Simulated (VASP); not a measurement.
# Y2H2C (P-3m1) in VASP: single point with LDA

Aim: the single point of Y2H2C with LDA.

Program: VASP 6.6.1. These are calculated values, not measurements. Logs are shortened: lines on timing, memory, paths and dates and some standing lists are left out, and cuts for length are marked.

### Step 1. The cell of the first run

The structure is trigonal, space group P-3m1 (No. 164). The conventional cell has a = 3.656 Å, b = 3.656 Å, c = 5.997 Å, α = 90.00°, β = 90.00°, γ = 120.00°. Y (site symmetry 3m) has 4 H at 2.28 to 2.33 Å and 3 C at 2.51 Å within 3.0 Å. Within 3.0 Å of H (site symmetry 3m) lie 4 Y at 2.28 to 2.33 Å and 3 H at 2.47 Å. Within 3.3 Å of C (site symmetry -3m) lie 6 Y at 2.51 Å and 6 H at 3.16 Å.

### Step 2. Single point, LDA

Input file INCAR:

```
SYSTEM = Y2H2C
  ALGO = Normal
  EDIFF = 1E-6
  ENCUT = 600
  GGA_COMPAT = .False.
  ISIF = 2
  ISMEAR = -1
  LASPH = .True.
  LCHARG = .False.
  LREAL = .False.
  LWAVE = .False.
  NBANDS = 22
  NELM = 120
  PREC = Accurate
  SIGMA = 0.3
```

Input file KPOINTS:

```
k-points
0
Gamma
  4 4 2
  0 0 0
```

Input file POSCAR:

```
Y2H2C
1.0
    3.6556000000      0.0000000000      0.0000000000
   -1.8278000000      3.1658424700      0.0000000000
    0.0000000000      0.0000000000      5.9973000000
Y H C
2 2 1
Direct
    0.3333333333      0.6666666667      0.2265000000
    0.6666666667      0.3333333333      0.7735000000
    0.3333333333      0.6666666667      0.6070000000
    0.6666666667      0.3333333333      0.3930000000
    0.0000000000      0.0000000000      0.0000000000
```

Potentials or basis: VASP PAW LDA potentials, release 64 (Y_sv, H, C).

Launch:

```
$ cat potpaw_LDA.64/Y_sv/POTCAR potpaw_LDA.64/H/POTCAR potpaw_LDA.64/C/POTCAR > POTCAR
$ mpirun -np 1 vasp_std > vasp.out
```

OUTCAR:

```text
SYSTEM = Y2H2C
   EDIFF = 1E-6
   ENCUT = 600
   ISIF = 2
   ISMEAR = -1
   LASPH = .True.
   LREAL = .False.
   NELM = 120
   PREC = Accurate

 ion  position               nearest neighbor table
   1  0.333  0.667  0.227-   3 2.28   4 2.33   4 2.33   4 2.33   5 2.51   5 2.51   5 2.51   2 3.44
                             2 3.44   2 3.44   2 3.90   2 3.90   2 3.90
   2  0.667  0.333  0.773-   4 2.28   3 2.33   3 2.33   3 2.33   5 2.51   5 2.51   5 2.51   1 3.44
                             1 3.44   1 3.44   1 3.90   1 3.90   1 3.90
   3  0.333  0.667  0.607-   1 2.28   2 2.33   2 2.33   2 2.33
   4  0.667  0.333  0.393-   2 2.28   1 2.33   1 2.33   1 2.33
   5  0.000  0.000  0.000-   1 2.51   2 2.51   2 2.51   1 2.51   2 2.51   1 2.51

  LATTYP: Found a hexagonal cell.
 ALAT       =     3.6556000000
 C/A-ratio  =     1.6405788379

  Lattice vectors:

 A1 = (   3.6556000000,   0.0000000000,   0.0000000000)
 A2 = (  -1.8278000000,   3.1658424700,   0.0000000000)
 A3 = (   0.0000000000,   0.0000000000,   5.9973000000)

Analysis of symmetry for initial positions (statically):
=====================================================================
 Subroutine PRICEL returns:
 Original cell was already a primitive cell.

 Routine SETGRP: Setting up the symmetry group for a
 hexagonal supercell.

 Subroutine GETGRP returns: Found 12 space group operations
 (whereof 12 operations were pure point group operations)
 out of a pool of 24 trial point group operations.

The static configuration has the point symmetry D_3d.

Analysis of symmetry for dynamics (positions and initial velocities):
=====================================================================
 Subroutine PRICEL returns:
 Original cell was already a primitive cell.

 Routine SETGRP: Setting up the symmetry group for a
 hexagonal supercell.

 Subroutine GETGRP returns: Found 12 space group operations
 (whereof 12 operations were pure point group operations)
 out of a pool of 24 trial point group operations.

The dynamic configuration has the point symmetry D_3d.

 Subroutine INISYM returns: Found 12 space group operations
 (whereof 12 operations are pure point group operations),
 and found     1 'primitive' translations

----------------------------------------------------------------------------------------

                                     Primitive cell

  volume of cell :      69.4071

  direct lattice vectors                    reciprocal lattice vectors
     3.655600000  0.000000000  0.000000000     0.273552905  0.157935843  0.000000000
    -1.827800000  3.165842470  0.000000000     0.000000000  0.315871686  0.000000000
     0.000000000  0.000000000  5.997300000     0.000000000  0.000000000  0.166741700

  length of vectors
     3.655600000  3.655600003  5.997300000     0.315871687  0.315871686  0.166741700

  position of ions in fractional coordinates (direct lattice)
     0.333333333  0.666666667  0.226500000
     0.666666667  0.333333333  0.773500000
     0.333333333  0.666666667  0.607000000
     0.666666667  0.333333333  0.393000000
     0.000000000  0.000000000  0.000000000

  ion indices of the primitive-cell ions
   primitive index   ion index
                 1           1
                 2           2
                 3           3
                 4           4
                 5           5

----------------------------------------------------------------------------------------

 KPOINTS: k-points

Automatic generation of k-mesh.
 Grid dimensions read from file:
 generate k-points for:    4    4    2

 Generating k-lattice:

  Cartesian coordinates                     Fractional coordinates (reciprocal lattice)
     0.068388226  0.039483961  0.000000000     0.250000000 -0.000000000  0.000000000
     0.000000000  0.078967922  0.000000000     0.000000000  0.250000000  0.000000000
     0.000000000  0.000000000  0.083370850     0.000000000  0.000000000  0.500000000

  Length of vectors
     0.078967922  0.078967922  0.083370850

  Shift w.r.t. Gamma in fractional coordinates (k-lattice)
     0.000000000  0.000000000  0.000000000

 Subroutine IBZKPT returns following result:
 ===========================================

 Found      8 irreducible k-points:

 Following reciprocal coordinates:
            Coordinates               Weight
  0.000000  0.000000  0.000000      1.000000
  0.250000 -0.000000  0.000000      6.000000
  0.500000 -0.000000  0.000000      3.000000
  0.250000  0.250000  0.000000      6.000000
  0.000000  0.000000  0.500000      1.000000
  0.250000 -0.000000  0.500000      6.000000
  0.500000 -0.000000  0.500000      3.000000
  0.250000  0.250000  0.500000      6.000000
   k-points           NKPTS =      8   k-points in BZ     NKDIM =      8   number of bands    NBANDS=     22
   number of dos      NEDOS =    301   number of ions     NIONS =      5
   total plane-waves  NPLWV =  43200
   dimension x,y,z NGX =    30 NGY =   30 NGZ =   48
   dimension x,y,z NGXF=    60 NGYF=   60 NGZF=   96
   ions per type =               2   2   1
   NGX,Y,Z   is equivalent  to a cutoff of  13.64, 13.64, 13.31 a.u.
   NGXF,Y,Z  is equivalent  to a cutoff of  27.29, 27.29, 26.61 a.u.
 SYSTEM =  Y2H2C
   PREC   = accura    normal or accurate (medium, high low for compatibility)
   ISTART =      0    job   : 0-new  1-cont  2-samecut
   ICHARG =      2    charge: 1-file 2-atom 10-const
   ISPIN  =      1    spin polarized calculation?
   LNONCOLLINEAR =      F non collinear calculations
   LSORBIT =      F    spin-orbit coupling
   LASPH  =      T    aspherical Exc in radial PAW
   ENCUT  =  600.0 eV  44.10 Ry    6.64 a.u.   7.30  7.30 11.98*2*pi/ulx,y,z
   NELM   =    120;   NELMIN=  2; NELMDL= -5     # of ELM steps
   EDIFF  = 0.1E-05   stopping-criterion for ELM
   LREAL  =      F    real-space projection
   EDIFFG = 0.1E-04   stopping-criterion for IOM
   NSW    =      0    number of steps for IOM
   IBRION =     -1    ionic relax: 0-MD 1-quasi-New 2-CG
   NFREE  =      0    steps in history (QN), initial steepest desc. (CG)
   ISIF   =      2    stress and relaxation
   ISYM   =      2    0-nonsym 1-usesym 2-fastsym
   POTIM  = 0.5000    time-step for ionic-motion
   TEBEG  =    0.0;   TEEND  =   0.0 temperature during run
   PSTRESS=    0.0 pullay stress
   NELECT =      28.0000    total number of electrons
   NUPDOWN=      -1.0000    fix difference up-down
   EMIN   =  10.00;   EMAX   =-10.00  energy-range for DOS
   EFERMI =   0.00;   METHOD = LEGACY
   ISMEAR =    -1;   SIGMA  =   0.30  broadening in eV -4-tet -1-fermi 0-gaus
   EFERMI_NEDOS =   21; number of points for ismear=-14 and -15
   IALGO  =     38    algorithm
   IMIX   =      4    mixing-type and parameters
     AMIX     =   0.40;   BMIX     =  1.00
     AMIX_MAG =   1.60;   BMIX_MAG =  1.00
  volume/ion in A,a.u.               =      13.88        93.68
  Fermi-wavevector in a.u.,A,eV,Ry     =   1.209650  2.285906 19.908755  1.463252
  Thomas-Fermi vector in A             =   2.345221
   LORBIT       =      0    0 simple, 1 ext, 2 COOP (PROOUT), +10 PAW based schemes
   GGA     = CA    functional components
   LHFCALC =     F    Hartree Fock is set to
   AEXX    =    0.0000 exact exchange contribution
   IVDW    =     0    specifies the selected vdW correction
   LEPSILON=     F    determine dielectric tensor
   LRPA    =     F    only Hartree local field effects (RPA)
 non-spin polarized calculation
  energy-cutoff  :      600.00
  volume of cell :       69.41
 maximum number of plane-waves:      2364
 NGX is ok and might be reduce to    30
   NGX = 15   NGY = 15   NGZ = 23

 number of electron      28.0000002 magnetization

 Free energy of the ion-electron system (eV)
  ---------------------------------------------------
  ext. energy  EPLUGINS =         0.00000000
  ---------------------------------------------------
  free energy    TOTEN  =       -34.15944735 eV

  energy without entropy =      -33.71296704  energy(sigma->0) =      -33.93620719

 E-fermi :   2.8898     XC(G=0): -10.4673

 val. band max:        2.6554663361   @ k =   0.5000  -0.0000   0.0000
 cond. band min:       3.1860361959   @ k =   0.2500   0.2500   0.0000
 fundamental gap:      0.5305698599
 Fermi energy:         2.8898490641

 k-point     1 :       0.0000    0.0000    0.0000
  band No.  band energies     occupation
      1     -38.3155      2.00000
      2     -38.2417      2.00000
      3     -18.8604      2.00000
      4     -18.2918      2.00000
      5     -18.2918      2.00000
      6     -18.2157      2.00000
[... 14 lines left out ...]
     21       7.3283      0.00000
     22       8.6346      0.00000

 k-point     2 :       0.2500   -0.0000    0.0000
  band No.  band energies     occupation
      1     -38.2863      2.00000
      2     -38.2313      2.00000
      3     -18.7561      2.00000
      4     -18.5412      2.00000
      5     -18.4272      2.00000
      6     -18.3675      2.00000
[... 14 lines left out ...]
     21       8.9524      0.00000
     22       9.3852      0.00000

 k-point     3 :       0.5000   -0.0000    0.0000
  band No.  band energies     occupation
      1     -38.2510      2.00000
      2     -38.2268      2.00000
      3     -18.8017      2.00000
      4     -18.6839      2.00000
      5     -18.5124      2.00000
      6     -18.4343      2.00000
[... 14 lines left out ...]
     21       8.9229      0.00000
     22       9.2881      0.00000

 k-point     4 :       0.2500    0.2500    0.0000
  band No.  band energies     occupation
      1     -38.2512      2.00000
      2     -38.2267      2.00000
      3     -18.7146      2.00000
      4     -18.6292      2.00000
      5     -18.5647      2.00000
      6     -18.4365      2.00000
[... 14 lines left out ...]
     21       8.9301      0.00000
     22       9.8308      0.00000

 k-point     5 :       0.0000    0.0000    0.5000
  band No.  band energies     occupation
      1     -38.3014      2.00000
      2     -38.2561      2.00000
      3     -18.6815      2.00000
      4     -18.4133      2.00000
      5     -18.2752      2.00000
      6     -18.2752      2.00000
[... 14 lines left out ...]
     21       8.0509      0.00000
     22       8.0509      0.00000

 k-point     6 :       0.2500   -0.0000    0.5000
  band No.  band energies     occupation
      1     -38.2757      2.00000
      2     -38.2420      2.00000
      3     -18.6991      2.00000
      4     -18.5910      2.00000
      5     -18.3723      2.00000
      6     -18.3443      2.00000
[... 14 lines left out ...]
     21       8.4086      0.00000
     22       9.0908      0.00000

 k-point     7 :       0.5000   -0.0000    0.5000
  band No.  band energies     occupation
      1     -38.2463      2.00000
      2     -38.2315      2.00000
      3     -18.8455      2.00000
      4     -18.7686      2.00000
      5     -18.4060      2.00000
      6     -18.3842      2.00000
[... 14 lines left out ...]
     21       9.0471      0.00000
     22      10.0653      0.00000

 k-point     8 :       0.2500    0.2500    0.5000
  band No.  band energies     occupation
      1     -38.2464      2.00000
      2     -38.2314      2.00000
      3     -18.7554      2.00000
      4     -18.7080      2.00000
      5     -18.5398      2.00000
      6     -18.4247      2.00000
[... 14 lines left out ...]
     21       9.6725      0.00000
     22       9.7386      0.00000

------------------------ aborting loop because EDIFF is reached ----------------------------------------

  FORCE on cell =-STRESS in cart. coord.  units (eV):
  Direction    XX          YY          ZZ          XY          YZ          ZX
  --------------------------------------------------------------------------------------
  -------------------------------------------------------------------------------------
  Total       -2.3627357     -2.3627358     -2.0001904     -0.0000000      0.0000000     -0.0000000
  in kB      -54.5408612    -54.5408613    -46.1719460     -0.0000000      0.0000000     -0.0000000
  external PRESSURE =     -51.7512228 kB  Pullay stress =       0.0000000 kB

 VOLUME and BASIS-vectors are now :
 -----------------------------------------------------------------------------
  energy-cutoff  :      600.00
  volume of cell :       69.41
      direct lattice vectors                 reciprocal lattice vectors
     3.655600000  0.000000000  0.000000000     0.273552905  0.157935843  0.000000000
    -1.827800000  3.165842470  0.000000000     0.000000000  0.315871686  0.000000000
     0.000000000  0.000000000  5.997300000     0.000000000  0.000000000  0.166741700

 POSITION                                       TOTAL-FORCE (eV/Angst)
 -----------------------------------------------------------------------------------
     -0.00000      2.11056      1.35839         0.000000      0.000000      0.035441
      1.82780      1.05528      4.63891        -0.000000     -0.000000     -0.035441
     -0.00000      2.11056      3.64036         0.000000      0.000000      0.120797
      1.82780      1.05528      2.35694         0.000000     -0.000000     -0.120797
      0.00000      0.00000      0.00000         0.000000      0.000000      0.000000
 -----------------------------------------------------------------------------------
    total drift:                                0.000000     -0.000000     -0.000000

  FREE ENERGIE OF THE ION-ELECTRON SYSTEM (eV)
  ---------------------------------------------------
  free  energy   TOTEN  =       -34.1594473463 eV

  energy  without entropy=      -33.7129670378  energy(sigma->0) =      -33.93620719
```

Run time: 12 s. Hardware: 1 thread of AMD EPYC 9R45 (Zen 5), shared host; peak memory 0.15 GiB.

What came out:

```yaml
Free_energy: -34.1594 eV
Pressure: -5.2 GPa
Largest_force: 0.121 eV/Å
Band_gap_on_the_k_mesh: zero (band 14 reaches 3.66 eV, above the bottom of band 15 at 2.66 eV)
```

Forces in eV/Å, atoms in the order of the input:
```
Y    0.000  0.000  0.035
Y    0.000  0.000 -0.035
H    0.000  0.000  0.121
H    0.000  0.000 -0.121
C    0.000  0.000  0.000
```

Levels at points of the mesh, in eV from the Fermi level:
```csv
k point,band 10,band 11,band 12,band 13,band 14,band 15,band 16,band 17,band 18,band 19
"(0.00, 0.00, 0.00)",-4.83,-4.08,-0.79,-0.79,0.77,2.44,2.82,2.82,3.46,3.46
"(0.50, 0.00, 0.00)",-4.47,-3.27,-1.58,-0.81,-0.79,-0.23,4.30,4.49,4.97,5.33
"(0.00, 0.00, 0.50)",-5.86,-2.29,-1.47,-0.88,-0.88,2.41,2.41,4.15,4.24,4.56
"(0.50, 0.00, 0.50)",-3.86,-3.28,-2.61,-0.89,-0.64,0.59,2.75,3.54,4.86,5.34
```

Caveat: the k points lie up to 0.52 Å⁻¹ apart.
